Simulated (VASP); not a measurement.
A run of VASP 6.6.1 is set up as follows.

The input POSCAR:

```
SnSe2
1.0
    3.8931847021      0.0000000000      0.0000000000
   -1.9465923511      3.3715968536      0.0000000000
    0.0000000000      0.0000000000      6.3481668254
Sn Se
1 2
Direct
    0.0000000000      0.0000000000      0.0000000000
    0.3333333333      0.6666666667      0.2412719747
    0.6666666667      0.3333333333      0.7587280253
```

Contents of INCAR.step1:

```
ALGO     = Normal         # electronic algorithm
EDIFF    = 1E-4           # SCF threshold, eV
ENCUT    = 520            # plane-wave cutoff, eV
GGA      = PE             # functional
ISMEAR   = 0              # smearing method
LASPH    = True           # aspherical terms in the spheres
LCHARG   = False          # write CHGCAR
LREAL    = False          # projectors in reciprocal space
LWAVE    = True           # write WAVECAR
NBANDS   = 20             # bands
NELM     = 80             # most SCF steps
PREC     = Accurate       # precision mode
SIGMA    = 0.05           # smearing width, eV
```

File INCAR.step2:

```
ALGO     = Normal         # electronic algorithm
EDIFF    = 1E-7           # SCF threshold, eV
ENCUT    = 520            # plane-wave cutoff, eV
ISIF     = 2              # what is computed and relaxed
ISMEAR   = 0              # smearing method
ISTART   = 1            
LASPH    = True           # aspherical terms in the spheres
LCHARG   = True           # write CHGCAR
LELF     = True           # ELF
LMIXTAU  = True         
LREAL    = False          # projectors in reciprocal space
LVHAR    = True         
LWAVE    = False          # write WAVECAR
METAGGA  = R2SCAN         # meta-GGA
NBANDS   = 20             # bands
NELM     = 80             # most SCF steps
PREC     = Accurate       # precision mode
SIGMA    = 0.05           # smearing width, eV
```

The input KPOINTS:

```
k-points
0
Gamma
  12 12 6
```

Potentials or basis: VASP PAW PBE potentials, release 64 (Sn_d, Se).

Run with:

```console
$ cat potpaw_PBE.64/Sn_d/POTCAR potpaw_PBE.64/Se/POTCAR > POTCAR
$ cp INCAR.step1 INCAR
$ mpirun -np 1 vasp_std > vasp.out
$ cp INCAR.step2 INCAR
$ mpirun -np 1 vasp_std > vasp.out
```

**Question.** Predict the pressure.

**Answer.** -0.1 GPa.

**Question.** Predict the largest force.

**Answer.** 0.249 eV/Å.

**Question.** What does it give for the band gap on the k mesh?

**Answer.** 1.04 eV (least direct gap 1.30 eV).

Forces on the atoms (eV/Å):
```
Sn   0.000  0.000  0.000
Se   0.000  0.000  0.249
Se   0.000  0.000 -0.249
```

Caveat: the PAW data sets were made with another functional, which shifts forces and pressure a little; spin-orbit coupling is left out, which moves the levels of the heavy elements. A k mesh can miss the band edges.
